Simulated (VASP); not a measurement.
Wanted: the native input for a VASP 6.6.1 run.

- Task: single point
- Functional: PBE
- Potentials or basis: VASP PAW PBE potentials, release 64 (Ga_d, N)
- Cutoff: 520 eV
- k mesh: 3 × 3 × 3
- Occupations: gaussian, width 0.02 eV
- Spin: no spin polarisation
- Dipole correction: no
- Further INCAR settings: LREAL = Auto; ALGO = Normal; EDIFF = 1e-06; NBANDS = 92

The structure of Ga9N8 (a cell with a defect) lies in POSCAR:

```
Ga9N8
1.0
    4.5484769843      0.0000000000      4.5484769843
    0.0000000000     -4.5484769843      4.5484769843
    4.5484769843     -4.5484769843      0.0000000000
Ga N
9 8
Direct
    0.0094911990      0.4803472695      0.5378577287
   -0.0038387575     -0.0019572486      0.5012481118
    0.5052981488      0.4904951718      0.4789018407
    0.5160543866      0.0249535175      0.4578351187
   -0.0272800105      0.4851704225      1.0469149380
   -0.0283286033      0.0423895736      1.0103876563
    0.6567728078      0.4607014628      0.9338035599
    0.4907730671      0.0044902942      0.9911348382
    0.2811747766      0.7145816086      0.8155897046
    0.0774879155      0.6427663612      0.1639915960
    0.1263365742      0.1199014531      0.1409874123
    0.6069525051      0.6420251240      0.1247036100
    0.6043299789      0.1356293551      0.1071934631
    0.1405094501      0.6291765375      0.6567042134
    0.1471520033      0.0929578189      0.6263198670
    0.6218449626      0.6517587118      0.5721441504
    0.6265261998      0.1226610582      0.6166063959
```

These files were run (other wordings do the same):

INCAR

```
PREC = Accurate ; ENCUT = 520
EDIFF = 1E-6 ; ISMEAR = 0
SIGMA = 0.02 ; LREAL = Auto
LASPH = True ; NELM = 80
ALGO = Normal ; ISIF = 2
LWAVE = False ; LCHARG = False
GGA = PE ; NBANDS = 92
```

KPOINTS

```
regular mesh
0
Gamma
  3 3 3
```

Potentials or basis: VASP PAW PBE potentials, release 64 (Ga_d, N).

Launch:

```sh
$ cat potpaw_PBE.64/Ga_d/POTCAR potpaw_PBE.64/N/POTCAR > POTCAR
$ mpirun -np 1 vasp_std > vasp.out
```

It gave:

```
Pressure               : 23.4 GPa
Largest force          : 0.203 eV/Å
Band gap on the k mesh : zero (an odd number of electrons rules out a gap without spin polarisation)
```

Caveat: the k points lie up to 0.40 Å⁻¹ apart, too coarse for converged energies and pressures of a metal.

Run time: 11 min on 1 thread of Intel(R) Xeon(R) Platinum 8259CL CPU @ 2.50GHz (Skylake/Cascade Lake), on a shared host, peak memory 0.4 GiB.
